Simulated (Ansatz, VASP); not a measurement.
## Ca3S: VASP beside Ansatz

```
Ca S
1.0
     4.96033    0.00000    0.00000
     0.00000    4.96033    0.00000
     0.00000    0.00000    4.96033
Ca S
3 1
Cartesian
  0.0000 2.4802 2.4802
  2.4802 0.0000 2.4802
  2.4802 2.4802 0.0000
  0.0000 0.0000 0.0000
```

Alike in both runs: functional r2SCAN; k mesh 10 × 10 × 10; occupations gaussian, width 0.1 eV; no spin polarisation.

Ansatz relaxed the structure, and its values are those at the end. VASP's run is a single point on that final structure, the one shown.

|  | VASP | Ansatz |
| --- | --- | --- |
| version | VASP 6.6.1 | Ansatz 0.2.0 |
| potentials or method | VASP PAW PBE potentials, release 64 (Ca_sv, S), cutoff 520 eV | scalar-relativistic, plane waves, PAW |
| valence electrons in the cell | 36 | 36 |

|  | VASP | Ansatz | Ansatz less VASP |
| --- | --- | --- | --- |
| gap on the k mesh at the Fermi level (eV) | none | none | - |
| pressure (GPa) | 0.1 | 0.0 | -0.08 |

VASP's potentials were made for PBE, not for r2SCAN. A gap of «none» marks a metal or a gap that the smearing closes.
